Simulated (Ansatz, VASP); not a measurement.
Two plane-wave programs on Hf

```
Hf
1.0
     4.97350    0.00000    0.00000
    -2.48675    4.30718    0.00000
     0.00000    0.00000    3.08908
Hf
3
Direct
  0.00000 0.00000 0.00000
  0.33333 0.66667 0.50000
  0.66667 0.33333 0.50000
```

Alike in both runs: functional r2SCAN; k mesh 12 × 12 × 14; occupations gaussian, width 0.1 eV; no spin polarisation.

Ansatz relaxed the structure, and its values are those at the end. VASP's run is a single point on that final structure, the one shown.

|  | VASP | Ansatz |
| --- | --- | --- |
| version | VASP 6.6.1 | Ansatz 0.2.0 |
| potentials or method | VASP PAW PBE potentials, release 64 (Hf_pv), cutoff 520 eV | scalar-relativistic, plane waves, PAW |
| valence electrons in the cell | 30 | 78 |

```tsv
	VASP	Ansatz	Ansatz less VASP
gap on the k mesh at the Fermi level (eV)	none	none	-
pressure (GPa)	-0.6	0.0	+0.56
```

VASP's potentials were made for PBE, not for r2SCAN. A gap of «none» marks a metal or a gap that the smearing closes. VASP's potentials hold 30 valence electrons a cell and Ansatz's 78, so a difference there can come from the potentials and not from the codes.

Spin-orbit coupling is off throughout.
